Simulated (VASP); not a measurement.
# Cu (I4/mmm) in VASP: notebook

Cu is run at these levels: PBEsol; tasks: single point.

Everything below comes from runs of VASP 6.6.1. Logs are shortened: lines on timing, memory, paths and dates and some standing lists are left out, and cuts for length are marked.

## (1) The cell of the first run

It takes space group I4/mmm (No. 139, tetragonal). Conventional cell: a = 2.842 Å, b = 2.842 Å, c = 2.793 Å, α = 90.00°, β = 90.00°, γ = 90.00°. Cu (site symmetry 4/mmm) has 14 Cu at 2.45 to 2.84 Å within 3.2 Å.

## (2) Single point, PBEsol (strain -0.015 along x and y, +0.015 along z)

Contents of INCAR:

```
SYSTEM = Cu
PREC = Accurate ; ENCUT = 520
EDIFF = 1E-6 ; ISMEAR = 0
SIGMA = 0.15 ; LREAL = .False.
LASPH = .True. ; NELM = 60
ALGO = Fast ; ISIF = 2
LWAVE = .False. ; LCHARG = .False.
GGA = PS ; NBANDS = 12
```

Contents of KPOINTS:

```
Automatic mesh
0
Gamma
  24 24 24
  0 0 0
```

Contents of POSCAR:

```
Cu
1.0
   -1.4211514202      1.4211514202      1.3967226717
    1.4211514202     -1.4211514202      1.3967226717
    1.4211514202      1.4211514202     -1.3967226717
Cu
1
Direct
    0.0000000000      0.0000000000      0.0000000000
```

Potentials or basis: VASP PAW PBE potentials, release 64 (Cu).

Run with:

```sh
$ cat potpaw_PBE.64/Cu/POTCAR > POTCAR
$ mpirun -np 1 vasp_std > vasp.out
```

OUTCAR:

```text
SYSTEM = Cu
   PREC = Accurate
   ENCUT = 520
   EDIFF = 1E-6
   ISMEAR = 0
   LREAL = .False.
   LASPH = .True.
   NELM = 60
   ISIF = 2
   GGA = PS

 ion  position               nearest neighbor table
   1  0.000  0.000  0.000-

  LATTYP: Found a body centered tetragonal cell.
 ALAT       =     2.8423028404
 C/A-ratio  =     0.9828105942

  Lattice vectors:

 A1 = (  -1.4211514202,   1.4211514202,   1.3967226717)
 A2 = (   1.4211514202,  -1.4211514202,   1.3967226717)
 A3 = (   1.4211514202,   1.4211514202,  -1.3967226717)

Analysis of symmetry for initial positions (statically):
=====================================================================
 Subroutine PRICEL returns:
 Original cell was already a primitive cell.

 Routine SETGRP: Setting up the symmetry group for a
 body centered tetragonal supercell.

 Subroutine GETGRP returns: Found 16 space group operations
 (whereof 16 operations were pure point group operations)
 out of a pool of 16 trial point group operations.

The static configuration has the point symmetry D_4h.

Analysis of symmetry for dynamics (positions and initial velocities):
=====================================================================
 Subroutine PRICEL returns:
 Original cell was already a primitive cell.

 Routine SETGRP: Setting up the symmetry group for a
 body centered tetragonal supercell.

 Subroutine GETGRP returns: Found 16 space group operations
 (whereof 16 operations were pure point group operations)
 out of a pool of 16 trial point group operations.

The dynamic configuration has the point symmetry D_4h.

 Subroutine INISYM returns: Found 16 space group operations
 (whereof 16 operations are pure point group operations),
 and found     1 'primitive' translations

----------------------------------------------------------------------------------------

                                     Primitive cell

  volume of cell :      11.2837

  direct lattice vectors                    reciprocal lattice vectors
    -1.421151420  1.421151420  1.396722672     0.000000000  0.351827394  0.357980872
     1.421151420 -1.421151420  1.396722672     0.351827394  0.000000000  0.357980872
     1.421151420  1.421151420 -1.396722672     0.351827394  0.351827394  0.000000000

  length of vectors
     2.447483798  2.447483798  2.447483798     0.501929098  0.501929098  0.497559072

  position of ions in fractional coordinates (direct lattice)
     0.000000000  0.000000000  0.000000000

  ion indices of the primitive-cell ions
   primitive index   ion index
                 1           1

----------------------------------------------------------------------------------------

 KPOINTS: Automatic mesh

Automatic generation of k-mesh.
 Grid dimensions read from file:
 generate k-points for:   24   24   24

 Generating k-lattice:

  Cartesian coordinates                     Fractional coordinates (reciprocal lattice)
     0.000000000  0.014659475  0.014915870     0.041666667  0.000000000  0.000000000
     0.014659475  0.000000000  0.014915870     0.000000000  0.041666667  0.000000000
     0.014659475  0.014659475  0.000000000     0.000000000  0.000000000  0.041666667

  Length of vectors
     0.020913712  0.020913712  0.020731628

  Shift w.r.t. Gamma in fractional coordinates (k-lattice)
     0.000000000  0.000000000  0.000000000

 Subroutine IBZKPT returns following result:
 ===========================================

 Found   1063 irreducible k-points:

 Following reciprocal coordinates:
            Coordinates               Weight
  0.000000  0.000000  0.000000      1.000000
  0.041667 -0.000000  0.000000      8.000000
  0.083333 -0.000000  0.000000      8.000000
  0.125000  0.000000  0.000000      8.000000
  0.166667 -0.000000  0.000000      8.000000
  0.208333 -0.000000  0.000000      8.000000
[... 16 lines left out ...]
  0.416667  0.041667  0.000000     16.000000
  0.458333  0.041667  0.000000     16.000000
 [... further k-points ...]
   k-points           NKPTS =   1063   k-points in BZ     NKDIM =   1063   number of bands    NBANDS=     12
   number of dos      NEDOS =    301   number of ions     NIONS =      1
   total plane-waves  NPLWV =   5832
   dimension x,y,z NGX =    18 NGY =   18 NGZ =   18
   dimension x,y,z NGXF=    36 NGYF=   36 NGZF=   36
   ions per type =               1
   NGX,Y,Z   is equivalent  to a cutoff of  12.23, 12.23, 12.23 a.u.
   NGXF,Y,Z  is equivalent  to a cutoff of  24.45, 24.45, 24.45 a.u.
 SYSTEM =  Cu
   PREC   = accura    normal or accurate (medium, high low for compatibility)
   ISTART =      0    job   : 0-new  1-cont  2-samecut
   ICHARG =      2    charge: 1-file 2-atom 10-const
   ISPIN  =      1    spin polarized calculation?
   LNONCOLLINEAR =      F non collinear calculations
   LSORBIT =      F    spin-orbit coupling
   LASPH  =      T    aspherical Exc in radial PAW
   ENCUT  =  520.0 eV  38.22 Ry    6.18 a.u.   4.55  4.55  4.55*2*pi/ulx,y,z
   NELM   =     60;   NELMIN=  2; NELMDL= -5     # of ELM steps
   EDIFF  = 0.1E-05   stopping-criterion for ELM
   LREAL  =      F    real-space projection
   EDIFFG = 0.1E-04   stopping-criterion for IOM
   NSW    =      0    number of steps for IOM
   IBRION =     -1    ionic relax: 0-MD 1-quasi-New 2-CG
   NFREE  =      0    steps in history (QN), initial steepest desc. (CG)
   ISIF   =      2    stress and relaxation
   ISYM   =      2    0-nonsym 1-usesym 2-fastsym
   POTIM  = 0.5000    time-step for ionic-motion
   TEBEG  =    0.0;   TEEND  =   0.0 temperature during run
   PSTRESS=    0.0 pullay stress
   NELECT =      11.0000    total number of electrons
   NUPDOWN=      -1.0000    fix difference up-down
   EMIN   =  10.00;   EMAX   =-10.00  energy-range for DOS
   EFERMI =   0.00;   METHOD = LEGACY
   ISMEAR =     0;   SIGMA  =   0.15  broadening in eV -4-tet -1-fermi 0-gaus
   EFERMI_NEDOS =   21; number of points for ismear=-14 and -15
   IALGO  =     68    algorithm
   IMIX   =      4    mixing-type and parameters
     AMIX     =   0.40;   BMIX     =  1.00
     AMIX_MAG =   1.60;   BMIX_MAG =  1.00
  volume/ion in A,a.u.               =      11.28        76.15
  Fermi-wavevector in a.u.,A,eV,Ry     =   1.623263  3.067521 35.851097  2.634981
  Thomas-Fermi vector in A             =   2.716741
   LORBIT       =      0    0 simple, 1 ext, 2 COOP (PROOUT), +10 PAW based schemes
   GGA     = PS    functional components
   LHFCALC =     F    Hartree Fock is set to
   AEXX    =    0.0000 exact exchange contribution
   IVDW    =     0    specifies the selected vdW correction
   LEPSILON=     F    determine dielectric tensor
   LRPA    =     F    only Hartree local field effects (RPA)
 non-spin polarized calculation
 RMM-DIIS sequential band-by-band and
 Gauss-broadening in eV      SIGMA  =   0.15
  energy-cutoff  :      520.00
  volume of cell :       11.28
 maximum number of plane-waves:       321
   NGX =  9   NGY =  9   NGZ =  9

 number of electron      10.9999999 magnetization

 Free energy of the ion-electron system (eV)
  ---------------------------------------------------
  ext. energy  EPLUGINS =         0.00000000
  ---------------------------------------------------
  free energy    TOTEN  =        -4.27087968 eV

  energy without entropy =       -4.26650966  energy(sigma->0) =       -4.26869467

 E-fermi :   7.9743     XC(G=0): -13.1781

 val. band max:        7.9706149111   @ k =  -0.2500   0.4167   0.1667
 cond. band min:       7.9769891654   @ k =   0.5000   0.3750   0.0000
 fundamental gap:      0.0063742543
 Fermi energy:         7.9743141398

 k-point     1 :       0.0000    0.0000    0.0000
  band No.  band energies     occupation
      1      -1.7595      2.00000
      2       4.6751      2.00000
      3       4.7475      2.00000
      4       4.7475      2.00000
      5       5.7758      2.00000
      6       5.8517      2.00000
      7      33.3179      0.00000
      8      33.3179      0.00000
      9      33.7346      0.00000
     10      37.3304      0.00000
     11      37.3345      0.00000
     12      37.4548      0.00000

 k-point     2 :       0.0417   -0.0000    0.0000
  band No.  band energies     occupation
      1      -1.6898      2.00000
      2       4.6771      2.00000
      3       4.7466      2.00000
      4       4.7593      2.00000
      5       5.7736      2.00000
      6       5.8417      2.00000
      7      32.7324      0.00000
      8      33.1444      0.00000
      9      33.3687      0.00000
     10      36.2118      0.00000
     11      36.2981      0.00000
     12      36.5392      0.00000

 k-point     3 :       0.0833   -0.0000    0.0000
  band No.  band energies     occupation
      1      -1.4820      2.00000
      2       4.6500      2.00000
      3       4.7421      2.00000
      4       4.8277      2.00000
      5       5.7604      2.00000
      6       5.8228      2.00000
      7      30.9823      0.00000
      8      32.6511      0.00000
      9      32.7180      0.00000
     10      34.7384      0.00000
     11      35.4024      0.00000
     12      36.0362      0.00000
[... 286 lines left out ...]
 k-point    23 :       0.4167    0.0417    0.0000
  band No.  band energies     occupation
      1       2.6405      2.00000
      2       3.9608      2.00000
      3       5.7179      2.00000
      4       5.8820      2.00000
      5       6.2573      2.00000
      6       6.9984      2.00000
      7      13.7043      0.00000
      8      25.2209      0.00000
      9      25.9735      0.00000
     10      30.2873      0.00000
     11      33.3347      0.00000
     12      41.6406      0.00000

 k-point    24 :       0.4583    0.0417    0.0000
  band No.  band energies     occupation
      1       2.6957      2.00000
      2       3.9359      2.00000
      3       5.7688      2.00000
      4       5.8923      2.00000
      5       6.4139      2.00000
      6       7.4865      2.00000
      7      12.7677      0.00000
      8      25.0361      0.00000
      9      25.7836      0.00000
     10      30.2243      0.00000
     11      33.3217      0.00000
     12      42.1106      0.00000

 [... further k-points ...]
[... 5 lines left out ...]
  --------------------------------------------------------------------------------------
  -------------------------------------------------------------------------------------
  Total        0.1426084      0.1426084      0.1397467      0.0000000      0.0000000      0.0000000
  in kB       20.2490534     20.2490534     19.8427173      0.0000000      0.0000000      0.0000000
  external PRESSURE =      20.1136081 kB  Pullay stress =       0.0000000 kB

 VOLUME and BASIS-vectors are now :
 -----------------------------------------------------------------------------
  energy-cutoff  :      520.00
  volume of cell :       11.28
      direct lattice vectors                 reciprocal lattice vectors
    -1.421151420  1.421151420  1.396722672     0.000000000  0.351827394  0.357980872
     1.421151420 -1.421151420  1.396722672     0.351827394  0.000000000  0.357980872
     1.421151420  1.421151420 -1.396722672     0.351827394  0.351827394  0.000000000

 POSITION                                       TOTAL-FORCE (eV/Angst)
 -----------------------------------------------------------------------------------
      0.00000      0.00000      0.00000         0.000000      0.000000      0.000000
 -----------------------------------------------------------------------------------
    total drift:                                0.000000      0.000000      0.000000

  FREE ENERGIE OF THE ION-ELECTRON SYSTEM (eV)
  ---------------------------------------------------
  free  energy   TOTEN  =        -4.2708796801 eV

  energy  without entropy=       -4.2665096613  energy(sigma->0) =       -4.26869467
```

Wall time 80 s (1 thread of Intel Xeon Platinum 8559C (Emerald Rapids), shared host); peak memory 0.24 GiB.

What came out:

* Free energy: -4.2709 eV
* Pressure: 2.0 GPa

Levels at points of the mesh, in eV from the Fermi level:
| k point | band 2 | band 3 | band 4 | band 5 | band 6 | band 7 | band 8 | band 9 | band 10 | band 11 |
| --- | --- | --- | --- | --- | --- | --- | --- | --- | --- | --- |
| (0.00, 0.00, 0.00) | -3.30 | -3.23 | -3.23 | -2.20 | -2.12 | 25.34 | 25.34 | 25.76 | 29.36 | 29.36 |
| (0.50, 0.00, 0.00) | -4.05 | -2.19 | -2.02 | -1.37 | -0.69 | 4.65 | 17.70 | 17.90 | 21.75 | 24.91 |
| (0.50, 0.50, 0.00) | -3.96 | -2.26 | -2.06 | -1.38 | -0.83 | 4.46 | 18.16 | 18.42 | 22.18 | 25.31 |
| (0.50, 0.50, 0.50) | -4.89 | -1.57 | -1.57 | -1.55 | 8.14 | 8.14 | 8.81 | 13.76 | 14.08 | 16.75 |

Caveat: the cell differs from its parent crystal (strain -0.015 along x and y, +0.015 along z); the PAW data sets were made with another functional, which shifts forces and pressure a little.

## (3) Single point, PBEsol (strain -0.015 along x and y, +0.030 along z)

Contents of INCAR:

```
SYSTEM = Cu
ALGO = Fast
EDIFF = 1E-6
ENCUT = 520
GGA = PS
ISIF = 2
ISMEAR = 0
LASPH = .TRUE.
LCHARG = .FALSE.
LREAL = .FALSE.
LWAVE = .FALSE.
NBANDS = 12
NELM = 80
PREC = Accurate
SIGMA = 0.15
```

Contents of KPOINTS:

```
k-points
0
G
  24 24 24
  0 0 0
```

Contents of POSCAR:

```
Cu
1.0
   -1.4211514202      1.4211514202      1.4173638935
    1.4211514202     -1.4211514202      1.4173638935
    1.4211514202      1.4211514202     -1.4173638935
Cu
1
Direct
    0.0000000000      0.0000000000      0.0000000000
```

Potentials or basis: VASP PAW PBE potentials, release 64 (Cu).

Run with:

```sh
$ cat potpaw_PBE.64/Cu/POTCAR > POTCAR
$ mpirun -np 1 vasp_std > vasp.out
```

Run time: 68 s. Hardware: 1 thread of AMD EPYC 9R45 (Zen 5), shared host; peak memory 0.21 GiB.

The run converged. Its results:

```yaml
Free_energy: -4.2715 eV
Pressure: -0.5 GPa
```

Levels at points of the mesh, in eV from the Fermi level:
```tsv
k point	band 4	band 5	band 6	band 7	band 8	band 9
(0.00, 0.00, 0.00)	-3.20	-2.14	-2.12	25.33	25.33	25.39
(0.50, 0.00, 0.00)	-2.01	-1.37	-0.69	4.51	17.71	17.86
(0.50, 0.50, 0.00)	-2.02	-1.37	-0.71	4.48	17.78	17.94
(0.50, 0.50, 0.50)	-1.55	-1.54	8.26	8.26	8.36	13.80
```

Caveat: the cell differs from its parent crystal (strain -0.015 along x and y, +0.030 along z); the PAW data sets were made with another functional, which shifts forces and pressure a little.

(Part 1 of 2 ends here.)
